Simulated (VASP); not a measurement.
# MgO in VASP: a series of runs, part 2 of 2

VASP 6.6.1. The steps go on from the part before.

**4. Molecular dynamics, PBEsol**

Contents of INCAR:

```
  ALGO = Normal
  ANDERSEN_PROB = 0.0
  EDIFF = 1E-5
  ENCUT = 520
  GGA = PS
  IBRION = 0
  ISIF = 2
  ISMEAR = 0
  ISYM = 0
  LASPH = True
  LCHARG = False
  LREAL = False
  LWAVE = False
  MDALGO = 1
  NELM = 80
  NELMIN = 4
  NSW = 15
  POTIM = 2.0
  PREC = Accurate
  RANDOM_SEED = 531 0 0
  SIGMA = 0.01
  TEBEG = 300.0
  TEEND = 300.0
```

Contents of KPOINTS:

```
Automatic mesh
0
Gamma
  2 2 1
  0.5 0.5 0
```

Contents of POSCAR:

```
MgO
1.0
    3.2505940000      0.0000000000      0.0000000000
   -1.6252970000      2.8150970000      0.0000000000
    0.0000000000      0.0000000000     10.3863380000
Mg O
4 4
Direct
    0.3333333333      0.6666666667      0.9696620000
    0.0000000000      0.0000000000      0.2210020000
    0.0000000000      0.0000000000      0.7210020000
    0.6666666667      0.3333333333      0.4696620000
    0.3333333333      0.6666666667      0.7798400000
    0.0000000000      0.0000000000      0.5294930000
    0.0000000000      0.0000000000      0.0294930000
    0.6666666667      0.3333333333      0.2798400000
```

Potentials or basis: VASP PAW PBE potentials, release 64 (Mg, O).

On the command line:

```sh
$ cat potpaw_PBE.64/Mg/POTCAR potpaw_PBE.64/O/POTCAR > POTCAR
$ mpirun -np 1 vasp_std > vasp.out
```

OUTCAR:

```text
EDIFF = 1E-5
   ENCUT = 520
   GGA = PS
   IBRION = 0
   ISIF = 2
   ISMEAR = 0
   ISYM = 0
   LASPH = True
   LREAL = False
   NELM = 80
   NELMIN = 4
   NSW = 15
   POTIM = 2.0
   PREC = Accurate
   TEBEG = 300.0

 ion  position               nearest neighbor table
   1  0.333  0.667  0.970-   5 1.97   7 1.98   7 1.98   7 1.98   3 3.19   3 3.19   3 3.19   2 3.22
                             2 3.22   2 3.22
   2  0.000  0.000  0.221-   8 1.97   8 1.97   8 1.97   7 1.99   4 3.19   4 3.19   4 3.19   1 3.22
                             1 3.22   1 3.22
   3  0.000  0.000  0.721-   5 1.97   5 1.97   5 1.97   6 1.99   1 3.19   1 3.19   1 3.19   4 3.22
                             4 3.22   4 3.22
   4  0.667  0.333  0.470-   8 1.97   6 1.98   6 1.98   6 1.98   2 3.19   2 3.19   2 3.19   3 3.22
                             3 3.22   3 3.22
   5  0.333  0.667  0.780-   1 1.97   3 1.97   3 1.97   3 1.97
   6  0.000  0.000  0.529-   4 1.98   4 1.98   4 1.98   3 1.99
   7  0.000  0.000  0.029-   1 1.98   1 1.98   1 1.98   2 1.99
   8  0.667  0.333  0.280-   4 1.97   2 1.97   2 1.97   2 1.97

IMPORTANT INFORMATION: All symmetrisations will be switched off!
NOSYMM: (Re-)initialisation of all symmetry stuff for point group C_1.

----------------------------------------------------------------------------------------

                                     Primitive cell

  volume of cell :      95.0427

  direct lattice vectors                    reciprocal lattice vectors
     3.250594000  0.000000000  0.000000000     0.307636081  0.177613773  0.000000000
    -1.625297000  2.815097000  0.000000000     0.000000000  0.355227546  0.000000000
     0.000000000  0.000000000 10.386338000     0.000000000  0.000000000  0.096280325

  length of vectors
     3.250594000  3.250594016 10.386338000     0.355227548  0.355227546  0.096280325

  position of ions in fractional coordinates (direct lattice)
     0.333333333  0.666666667  0.969662000
     0.000000000  0.000000000  0.221002000
     0.000000000  0.000000000  0.721002000
     0.666666667  0.333333333  0.469662000
     0.333333333  0.666666667  0.779840000
     0.000000000  0.000000000  0.529493000
     0.000000000  0.000000000  0.029493000
     0.666666667  0.333333333  0.279840000

  ion indices of the primitive-cell ions
   primitive index   ion index
                 1           1
                 2           2
                 3           3
                 4           4
                 5           5
                 6           6
                 7           7
                 8           8

----------------------------------------------------------------------------------------

 KPOINTS: Automatic mesh

Automatic generation of k-mesh.
 Grid dimensions read from file:
 generate k-points for:    2    2    1

 Generating k-lattice:

  Cartesian coordinates                     Fractional coordinates (reciprocal lattice)
     0.153818041  0.088806887  0.000000000     0.500000000 -0.000000000  0.000000000
     0.000000000  0.177613773  0.000000000     0.000000000  0.500000000  0.000000000
     0.000000000  0.000000000  0.096280325     0.000000000  0.000000000  1.000000000

  Length of vectors
     0.177613774  0.177613773  0.096280325

  Shift w.r.t. Gamma in fractional coordinates (k-lattice)
     0.500000000  0.500000000  0.000000000

 Subroutine IBZKPT returns following result:
 ===========================================

 Found      6 irreducible k-points:

 Following reciprocal coordinates:
            Coordinates               Weight
  0.250000  0.250000  0.000000      2.000000
 -0.250000  0.500000  0.000000      2.000000
  0.500000  0.250000  0.000000      2.000000
 -0.250000  0.250000  0.000000      2.000000
 -0.250000  0.000000  0.000000      2.000000
  0.000000 -0.250000  0.000000      2.000000
   k-points           NKPTS =      6   k-points in BZ     NKDIM =      6   number of bands    NBANDS=     21
   number of dos      NEDOS =    301   number of ions     NIONS =      8
   total plane-waves  NPLWV =  46080
   dimension x,y,z NGX =    24 NGY =   24 NGZ =   80
   dimension x,y,z NGXF=    48 NGYF=   48 NGZF=  160
   ions per type =               4   4
   NGX,Y,Z   is equivalent  to a cutoff of  12.27, 12.27, 12.80 a.u.
   NGXF,Y,Z  is equivalent  to a cutoff of  24.55, 24.55, 25.61 a.u.
 SYSTEM =  unknown system
   PREC   = accura    normal or accurate (medium, high low for compatibility)
   ISTART =      0    job   : 0-new  1-cont  2-samecut
   ICHARG =      2    charge: 1-file 2-atom 10-const
   ISPIN  =      1    spin polarized calculation?
   LNONCOLLINEAR =      F non collinear calculations
   LSORBIT =      F    spin-orbit coupling
   LASPH  =      T    aspherical Exc in radial PAW
   ENCUT  =  520.0 eV  38.22 Ry    6.18 a.u.   6.04  6.04 19.31*2*pi/ulx,y,z
   NELM   =     80;   NELMIN=  4; NELMDL= -5     # of ELM steps
   EDIFF  = 0.1E-04   stopping-criterion for ELM
   LREAL  =      F    real-space projection
   EDIFFG = 0.1E-03   stopping-criterion for IOM
   NSW    =     15    number of steps for IOM
   IBRION =      0    ionic relax: 0-MD 1-quasi-New 2-CG
   NFREE  =      0    steps in history (QN), initial steepest desc. (CG)
   ISIF   =      2    stress and relaxation
   ISYM   =      0    0-nonsym 1-usesym 2-fastsym
   POTIM  = 2.0000    time-step for ionic-motion
   TEBEG  =  300.0;   TEEND  = 300.0 temperature during run
   PSTRESS=    0.0 pullay stress
   NELECT =      32.0000    total number of electrons
   NUPDOWN=      -1.0000    fix difference up-down
   EMIN   =  10.00;   EMAX   =-10.00  energy-range for DOS
   EFERMI =   0.00;   METHOD = LEGACY
   ISMEAR =     0;   SIGMA  =   0.01  broadening in eV -4-tet -1-fermi 0-gaus
   EFERMI_NEDOS =   21; number of points for ismear=-14 and -15
   IALGO  =     38    algorithm
   IMIX   =      4    mixing-type and parameters
     AMIX     =   0.40;   BMIX     =  1.00
     AMIX_MAG =   1.60;   BMIX_MAG =  1.00
  volume/ion in A,a.u.               =      11.88        80.17
  Fermi-wavevector in a.u.,A,eV,Ry     =   1.138899  2.152208 17.648001  1.297092
  Thomas-Fermi vector in A             =   2.275603
   LORBIT       =      0    0 simple, 1 ext, 2 COOP (PROOUT), +10 PAW based schemes
   GGA     = PS    functional components
   LHFCALC =     F    Hartree Fock is set to
   AEXX    =    0.0000 exact exchange contribution
   IVDW    =     0    specifies the selected vdW correction
   LEPSILON=     F    determine dielectric tensor
   LRPA    =     F    only Hartree local field effects (RPA)
 molecular dynamics for ions
 non-spin polarized calculation
 Gauss-broadening in eV      SIGMA  =   0.01
  energy-cutoff  :      520.00
  volume of cell :       95.04
 maximum number of plane-waves:      2566
   NGX = 13   NGY = 13   NGZ = 39

--------------------------------------- Ionic step        1  -------------------------------------------

 number of electron      32.0000021 magnetization

 Free energy of the ion-electron system (eV)
  ---------------------------------------------------
  ext. energy  EPLUGINS =         0.00000000
  ---------------------------------------------------
  free energy    TOTEN  =       -49.23327611 eV

  energy without entropy =      -49.23327611  energy(sigma->0) =      -49.23327611

------------------------ aborting loop because EDIFF is reached ----------------------------------------

  FORCE on cell =-STRESS in cart. coord.  units (eV):
  Direction    XX          YY          ZZ          XY          YZ          ZX
  --------------------------------------------------------------------------------------
  -------------------------------------------------------------------------------------
  Total       -0.3309424     -0.3310949      0.6627066     -0.0000251     -0.0000000     -0.0000107
  in kB       -5.5788468     -5.5814185     11.1715475     -0.0004234     -0.0000004     -0.0001800
  external PRESSURE =       0.0037607 kB  Pullay stress =       0.0000000 kB
[... 133 lines left out ...]
  ENERGY OF THE ELECTRON-ION-THERMOSTAT SYSTEM (eV)
  ---------------------------------------------------
% ion-electron   TOTEN  =       -49.205755  see above
  kinetic energy EKIN   =         0.244369
  kin. lattice  EKIN_LAT=         0.000000  (temperature  270.07 K)
  nose potential ES     =         0.000000
  nose kinetic   EPS    =         0.000000
  ---------------------------------------------------
  total energy   ETOTAL =       -48.961386 eV

[... ionic steps 4 to 12 ...]

--------------------------------------- Ionic step       13  -------------------------------------------

 number of electron      32.0000005 magnetization

------------------------ aborting loop because EDIFF is reached ----------------------------------------
[... 99 lines left out ...]
--------------------------------------- Ionic step       15  -------------------------------------------

 number of electron      32.0000000 magnetization

 Free energy of the ion-electron system (eV)
  ---------------------------------------------------
  ext. energy  EPLUGINS =         0.00000000
  ---------------------------------------------------
  free energy    TOTEN  =       -49.13542395 eV

  energy without entropy =      -49.13542395  energy(sigma->0) =      -49.13542395

 E-fermi :   0.6929     XC(G=0):  -9.9632

 val. band max:        0.6243632136   @ k =   0.0000  -0.2500   0.0000
 cond. band min:       6.3550534305   @ k =   0.0000  -0.2500   0.0000
 fundamental gap:      5.7306902169
 Fermi energy:         0.6928520044

 k-point     1 :       0.2500    0.2500    0.0000
  band No.  band energies     occupation
      1     -14.6155      2.00000
      2     -14.4862      2.00000
      3     -14.4098      2.00000
      4     -14.2506      2.00000
      5      -1.9157      2.00000
      6      -1.8200      2.00000
[... 174 lines left out ...]
  ENERGY OF THE ELECTRON-ION-THERMOSTAT SYSTEM (eV)
  ---------------------------------------------------
% ion-electron   TOTEN  =       -49.135424  see above
  kinetic energy EKIN   =         0.174174
  kin. lattice  EKIN_LAT=         0.000000  (temperature  192.49 K)
  nose potential ES     =         0.000000
  nose kinetic   EPS    =         0.000000
  ---------------------------------------------------
  total energy   ETOTAL =       -48.961250 eV
```

Wall time 3.5 min (1 thread of Intel Xeon 8259CL, shared host); peak memory 0.22 GiB.

The path:
```
step  potential energy change (eV)  largest force (eV/Å)  pressure (GPa)  volume (Å³)  temperature (K)
   1                        0.0000                0.0427            0.00        95.04              300
   2                        0.0071                0.2412            0.09        95.04              292
   3                        0.0275                0.4467            0.14        95.04              270
   4                        0.0581                0.6211            0.32        95.04              237
   5                        0.0942                0.7688            0.48        95.04              197
   6                        0.1305                0.9154            0.66        95.04              157
   7                        0.1616                1.0189            0.80        95.04              123
   8                        0.1834                1.0720            0.91        95.04               99
   9                        0.1933                1.0687            0.95        95.04               88
  10                        0.1911                1.0479            0.94        95.04               91
  11                        0.1788                1.0359            0.87        95.04              104
  12                        0.1596                1.0096            0.77        95.04              125
  13                        0.1374                0.9734            0.64        95.04              149
  14                        0.1159                0.9304            0.49        95.04              173
  15                        0.0979                0.8815            0.38        95.04              192
```

Caveat: the k points lie up to 1.12 Å⁻¹ apart; the PAW data sets were made with another functional, which shifts forces and pressure a little.
